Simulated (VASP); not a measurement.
# As2O (P1) in VASP: notebook

The runs below take As2O through single point, with PBE.

Program: VASP 6.6.1. These are calculated values, not measurements. Logs are shortened: lines on timing, memory, paths and dates and some standing lists are left out, and cuts for length are marked.

**1. The cell of the first run**

The typed cell holds 3 atoms: a = 3.046 Å, b = 2.996 Å, c = 4.589 Å, α = 89.33°, β = 90.73°, γ = 121.11°.

**2. Single point, PBE**

File INCAR:

```
SYSTEM = As2O
ALGO = Normal ; EDIFF = 1E-6
ENCUT = 520 ; GGA = PE
ISIF = 2 ; ISMEAR = -1
LASPH = .TRUE. ; LCHARG = .FALSE.
LREAL = .FALSE. ; LWAVE = .FALSE.
NBANDS = 15 ; NELM = 60
PREC = Accurate ; SIGMA = 0.15
```

File KPOINTS:

```
k-points
0
G
  3 3 1
  0 0 0
```

File POSCAR:

```
As2O
1.0
    3.0456990000     -0.0145150000     -0.0186080000
   -1.5354190000      2.5720920000      0.0169670000
   -0.0303870000      0.0144490000      4.5886230000
O As
1 2
Direct
    0.9440800000      0.7565030000      0.0944560000
    1.2653510000      1.4384650000      0.3323420000
    1.5896430000      1.0732680000      0.7557280000
```

Potentials or basis: VASP PAW PBE potentials, release 64 (O, As).

Run with:

```console
$ cat potpaw_PBE.64/O/POTCAR potpaw_PBE.64/As/POTCAR > POTCAR
$ mpirun -np 1 vasp_std > vasp.out
```

OUTCAR:

```text
SYSTEM = As2O
   EDIFF = 1E-6
   ENCUT = 520
   GGA = PE
   ISIF = 2
   ISMEAR = -1
   LASPH = .TRUE.
   LREAL = .FALSE.
   NELM = 60
   PREC = Accurate

 ion  position               nearest neighbor table
   1  0.944  0.757  0.094-   2 1.99   2 2.07   2 2.09   3 2.30   3 2.34   3 2.35
   2  0.265  0.438  0.332-   1 1.99   1 2.07   1 2.09   3 2.54   3 2.63   3 2.64
   3  0.590  0.073  0.756-   1 2.30   1 2.34   1 2.35   2 2.54   2 2.63   2 2.64

  LATTYP: Found a triclinic cell.
 ALAT       =     3.0457904297
 B/A-ratio  =     0.9751853397
 C/A-ratio  =     1.5065863750
 COS(alpha) =     0.0012082856
 COS(beta)  =     0.0127461287
 COS(gamma) =     0.5043603746

  Lattice vectors:

 A1 = (  -3.0456990000,   0.0145150000,   0.0186080000)
 A2 = (  -1.5102800000,  -2.5575770000,   0.0016410000)
 A3 = (  -0.0303870000,   0.0144490000,   4.5886230000)

Analysis of symmetry for initial positions (statically):
=====================================================================
 Subroutine PRICEL returns:
 Original cell was already a primitive cell.

 Routine SETGRP: Setting up the symmetry group for a
 triclinic supercell.

 Subroutine GETGRP returns: Found  1 space group operations
 (whereof  1 operations were pure point group operations)
 out of a pool of  2 trial point group operations.

The static configuration has the point symmetry C_1 .

Analysis of symmetry for dynamics (positions and initial velocities):
=====================================================================
 Subroutine PRICEL returns:
 Original cell was already a primitive cell.

 Routine SETGRP: Setting up the symmetry group for a
 triclinic supercell.

 Subroutine GETGRP returns: Found  1 space group operations
 (whereof  1 operations were pure point group operations)
 out of a pool of  2 trial point group operations.

The dynamic configuration has the point symmetry C_1 .

 Subroutine INISYM returns: Found  1 space group operations
 (whereof  1 operations are pure point group operations),
 and found     1 'primitive' translations

----------------------------------------------------------------------------------------

                                     Primitive cell

  volume of cell :      35.8424

  direct lattice vectors                    reciprocal lattice vectors
     3.045699000 -0.014515000 -0.018608000     0.329278117  0.196553382  0.001561639
    -1.535419000  2.572092000  0.016967000     0.001850741  0.389901406 -0.001215495
    -0.030387000  0.014449000  4.588623000     0.001328461 -0.000644636  0.217941130

  length of vectors
     3.045790430  2.995572840  4.588746363     0.383483701  0.389907693  0.217946132

  position of ions in fractional coordinates (direct lattice)
     0.944080000  0.756503000  0.094456000
     0.265351000  0.438465000  0.332342000
     0.589643000  0.073268000  0.755728000

  ion indices of the primitive-cell ions
   primitive index   ion index
                 1           1
                 2           2
                 3           3

----------------------------------------------------------------------------------------

 KPOINTS: k-points

Automatic generation of k-mesh.
 Grid dimensions read from file:
 generate k-points for:    3    3    1

 Generating k-lattice:

  Cartesian coordinates                     Fractional coordinates (reciprocal lattice)
     0.109759372  0.065517794  0.000520546     0.333333333  0.000000000  0.000000000
     0.000616914  0.129967135 -0.000405165    -0.000000000  0.333333333  0.000000000
     0.001328461 -0.000644636  0.217941130     0.000000000 -0.000000000  1.000000000

  Length of vectors
     0.127827900  0.129969231  0.217946132

  Shift w.r.t. Gamma in fractional coordinates (k-lattice)
     0.000000000  0.000000000  0.000000000

 Subroutine IBZKPT returns following result:
 ===========================================

 Found      5 irreducible k-points:

 Following reciprocal coordinates:
            Coordinates               Weight
  0.000000  0.000000  0.000000      1.000000
  0.333333 -0.000000  0.000000      2.000000
 -0.000000  0.333333 -0.000000      2.000000
  0.333333  0.333333 -0.000000      2.000000
 -0.333333  0.333333 -0.000000      2.000000
   k-points           NKPTS =      5   k-points in BZ     NKDIM =      5   number of bands    NBANDS=     15
   number of dos      NEDOS =    301   number of ions     NIONS =      3
   total plane-waves  NPLWV =  20736
   dimension x,y,z NGX =    24 NGY =   24 NGZ =   36
   dimension x,y,z NGXF=    48 NGYF=   48 NGZF=   72
   ions per type =               1   2
   NGX,Y,Z   is equivalent  to a cutoff of  13.10, 13.32, 13.04 a.u.
   NGXF,Y,Z  is equivalent  to a cutoff of  26.20, 26.64, 26.08 a.u.
 SYSTEM =  As2O
   PREC   = accura    normal or accurate (medium, high low for compatibility)
   ISTART =      0    job   : 0-new  1-cont  2-samecut
   ICHARG =      2    charge: 1-file 2-atom 10-const
   ISPIN  =      1    spin polarized calculation?
   LNONCOLLINEAR =      F non collinear calculations
   LSORBIT =      F    spin-orbit coupling
   LASPH  =      T    aspherical Exc in radial PAW
   ENCUT  =  520.0 eV  38.22 Ry    6.18 a.u.   5.66  5.57  8.53*2*pi/ulx,y,z
   NELM   =     60;   NELMIN=  2; NELMDL= -5     # of ELM steps
   EDIFF  = 0.1E-05   stopping-criterion for ELM
   LREAL  =      F    real-space projection
   EDIFFG = 0.1E-04   stopping-criterion for IOM
   NSW    =      0    number of steps for IOM
   IBRION =     -1    ionic relax: 0-MD 1-quasi-New 2-CG
   NFREE  =      0    steps in history (QN), initial steepest desc. (CG)
   ISIF   =      2    stress and relaxation
   ISYM   =      2    0-nonsym 1-usesym 2-fastsym
   POTIM  = 0.5000    time-step for ionic-motion
   TEBEG  =    0.0;   TEEND  =   0.0 temperature during run
   PSTRESS=    0.0 pullay stress
   NELECT =      16.0000    total number of electrons
   NUPDOWN=      -1.0000    fix difference up-down
   EMIN   =  10.00;   EMAX   =-10.00  energy-range for DOS
   EFERMI =   0.00;   METHOD = LEGACY
   ISMEAR =    -1;   SIGMA  =   0.15  broadening in eV -4-tet -1-fermi 0-gaus
   EFERMI_NEDOS =   21; number of points for ismear=-14 and -15
   IALGO  =     38    algorithm
   IMIX   =      4    mixing-type and parameters
     AMIX     =   0.40;   BMIX     =  1.00
     AMIX_MAG =   1.60;   BMIX_MAG =  1.00
  volume/ion in A,a.u.               =      11.95        80.63
  Fermi-wavevector in a.u.,A,eV,Ry     =   1.251169  2.364366 21.298870  1.565423
  Thomas-Fermi vector in A             =   2.385129
   LORBIT       =      0    0 simple, 1 ext, 2 COOP (PROOUT), +10 PAW based schemes
   GGA     = PE    functional components
   LHFCALC =     F    Hartree Fock is set to
   AEXX    =    0.0000 exact exchange contribution
   IVDW    =     0    specifies the selected vdW correction
   LEPSILON=     F    determine dielectric tensor
   LRPA    =     F    only Hartree local field effects (RPA)
 non-spin polarized calculation
  energy-cutoff  :      520.00
  volume of cell :       35.84
 maximum number of plane-waves:       971
 NGX is ok and might be reduce to    24
   NGX = 11   NGY = 11   NGZ = 17

 number of electron      16.0000001 magnetization

 Free energy of the ion-electron system (eV)
  ---------------------------------------------------
  ext. energy  EPLUGINS =         0.00000000
  ---------------------------------------------------
  free energy    TOTEN  =       -13.43875271 eV

  energy without entropy =      -13.32248702  energy(sigma->0) =      -13.38061986

 E-fermi :  10.2228     XC(G=0): -12.0638

 val. band max:       10.1992824477   @ k =  -0.3333   0.3333  -0.0000
 cond. band min:      10.5331298344   @ k =  -0.0000   0.3333  -0.0000
 fundamental gap:      0.3338473867
 Fermi energy:        10.2227912491

 k-point     1 :       0.0000    0.0000    0.0000
  band No.  band energies     occupation
      1     -12.9582      2.00000
      2      -5.2056      2.00000
      3      -2.6252      2.00000
      4       3.9274      2.00000
      5       4.4369      2.00000
      6       6.5427      2.00000
      7       7.9466      2.00000
      8      11.6482      0.00015
      9      11.7207      0.00009
     10      15.1575      0.00000
     11      15.5080      0.00000
     12      16.6509      0.00000
     13      17.6725      0.00000
     14      20.6664      0.00000
     15      20.8332      0.00000

 k-point     2 :       0.3333   -0.0000    0.0000
  band No.  band energies     occupation
      1     -11.8425      2.00000
      2      -4.2449      2.00000
      3      -0.9275      2.00000
      4       0.9066      2.00000
      5       3.1163      2.00000
      6       3.9997      2.00000
      7       6.4619      2.00000
      8       9.9601      1.70416
      9      10.8032      0.04089
     10      12.0153      0.00001
     11      13.4385      0.00000
     12      14.0984      0.00000
     13      14.9135      0.00000
     14      21.6176      0.00000
     15      23.2729      0.00000

 k-point     3 :      -0.0000    0.3333   -0.0000
  band No.  band energies     occupation
      1     -11.8049      2.00000
      2      -4.0444      2.00000
      3      -0.9571      2.00000
      4       0.9477      2.00000
      5       2.9007      2.00000
      6       4.0778      2.00000
      7       6.7690      2.00000
      8       9.7079      1.93744
      9      10.5331      0.22431
     10      11.7241      0.00009
     11      13.4787      0.00000
     12      13.7582      0.00000
     13      14.6739      0.00000
     14      21.4349      0.00000
     15      23.0816      0.00000

 k-point     4 :       0.3333    0.3333   -0.0000
  band No.  band energies     occupation
      1     -11.1009      2.00000
      2      -3.0075      2.00000
      3      -2.1437      2.00000
      4       2.1856      2.00000
      5       3.0116      2.00000
      6       3.6503      2.00000
      7       4.7003      2.00000
      8       5.9091      2.00000
      9       6.6435      2.00000
     10      13.3394      0.00000
     11      13.9109      0.00000
     12      14.1988      0.00000
     13      19.8822      0.00000
     14      22.4939      0.00000
     15      23.1963      0.00000

 k-point     5 :      -0.3333    0.3333   -0.0000
  band No.  band energies     occupation
      1     -11.8263      2.00000
      2      -4.3595      2.00000
      3      -1.0612      2.00000
      4       0.7353      2.00000
      5       3.3910      2.00000
      6       3.8855      2.00000
      7       6.5374      2.00000
      8      10.1993      1.07820
      9      10.9578      0.01478
     10      12.1494      0.00001
     11      13.6234      0.00000
     12      14.0620      0.00000
     13      14.9804      0.00000
     14      21.6973      0.00000
     15      23.2357      0.00000

------------------------ aborting loop because EDIFF is reached ----------------------------------------

  FORCE on cell =-STRESS in cart. coord.  units (eV):
  Direction    XX          YY          ZZ          XY          YZ          ZX
  --------------------------------------------------------------------------------------
  -------------------------------------------------------------------------------------
  Total        7.5019835      6.5834869     18.0244027     -0.7595294      1.0597126     -0.5108849
  in kB      335.3433534    294.2859804    805.7020685    -33.9514378     47.3698179    -22.8368740
  external PRESSURE =     478.4438008 kB  Pullay stress =       0.0000000 kB

 VOLUME and BASIS-vectors are now :
 -----------------------------------------------------------------------------
  energy-cutoff  :      520.00
  volume of cell :       35.84
      direct lattice vectors                 reciprocal lattice vectors
     3.045699000 -0.014515000 -0.018608000     0.329278117  0.196553382  0.001561639
    -1.535419000  2.572092000  0.016967000     0.001850741  0.389901406 -0.001215495
    -0.030387000  0.014449000  4.588623000     0.001328461 -0.000644636  0.217941130

 POSITION                                       TOTAL-FORCE (eV/Angst)
 -----------------------------------------------------------------------------------
      1.71096      1.93346      0.42869         0.721386     -0.433523     -0.016822
      0.12485      1.12872      1.52749        -0.689681      0.320424     -0.552383
      1.66041      0.19081      3.45802        -0.031705      0.113099      0.569205
 -----------------------------------------------------------------------------------
    total drift:                               -0.000222      0.000037      0.000059

  FREE ENERGIE OF THE ION-ELECTRON SYSTEM (eV)
  ---------------------------------------------------
  free  energy   TOTEN  =       -13.4387527095 eV

  energy  without entropy=      -13.3224870173  energy(sigma->0) =      -13.38061986
```

Wall time 11 s (1 thread of Intel Xeon 8259CL, shared host); peak memory 0.15 GiB.

Results:

| Quantity | Value |
| --- | --- |
| Free energy | -13.4388 eV |
| Pressure | 47.8 GPa |
| Largest force | 0.940 eV/Å |
| Band gap on the k mesh | zero (band 8 reaches 11.65 eV, above the bottom of band 9 at 6.64 eV) |

Forces in eV/Å, atoms in the order of the input:
```
O    0.721 -0.434 -0.017
As  -0.690  0.320 -0.552
As  -0.032  0.113  0.569
```

Stress tensor (GPa, compression positive):
```
33.53 -3.40 -2.28
-3.40 29.43  4.74
-2.28  4.74 80.57
```

Levels at points of the mesh, in eV from the Fermi level:
| k point | band 5 | band 6 | band 7 | band 8 | band 9 | band 10 | band 11 | band 12 |
| --- | --- | --- | --- | --- | --- | --- | --- | --- |
| (0.00, 0.00, 0.00) | -5.79 | -3.68 | -2.28 | 1.43 | 1.50 | 4.93 | 5.29 | 6.43 |

Caveat: the k points lie up to 1.37 Å⁻¹ apart.

**3. Single point, PBE, non-collinear spin, zero start, spin-orbit coupling**

File INCAR:

```
SYSTEM = As2O
PREC = Accurate ; ENCUT = 520
EDIFF = 1E-6 ; ISMEAR = -1
SIGMA = 0.15 ; LREAL = .False.
LASPH = .True. ; NELM = 150
ALGO = Normal ; ISIF = 2
LWAVE = .False. ; LCHARG = .False.
MAGMOM = 0 0 0 0 0 0 0 0 0 ; LORBIT = 11
LSORBIT = .True. ; GGA_COMPAT = .False.
LORBMOM = .True. ; GGA = PE
NBANDS = 29
```

File KPOINTS:

```
regular mesh
0
Gamma
  3 3 1
  0 0 0
```

POSCAR is that of step 2.

Potentials or basis: VASP PAW PBE potentials, release 64 (O, As).

Run with:

```console
$ cat potpaw_PBE.64/O/POTCAR potpaw_PBE.64/As/POTCAR > POTCAR
$ mpirun -np 1 vasp_ncl > vasp.out
```

Wall time 56 s (1 thread of Intel Xeon 8259CL, shared host); peak memory 0.23 GiB.

Results (log left out):

```yaml
Free_energy: -13.4648 eV
Pressure: 47.9 GPa
Largest_force: 0.916 eV/Å
Net_moment: 0.00 μB per cell
Valence_electrons_inside_the_program's_atomic_spheres: O 4.97; As 2.75, 2.72
```

Forces on the atoms (eV/Å):
```
O    0.714 -0.429 -0.025
As  -0.683  0.317 -0.522
As  -0.031  0.113  0.547
```

Stress tensor (GPa, compression positive):
```
33.50 -3.35 -2.26
-3.35 29.58  4.72
-2.26  4.72 80.51
```

Moments on the atoms (μB; x, y, z):
```
O   0.00 0.00 0.00
As  0.00 0.00 0.00
As  0.00 0.00 0.00
```

Caveat: the k points lie up to 1.37 Å⁻¹ apart.
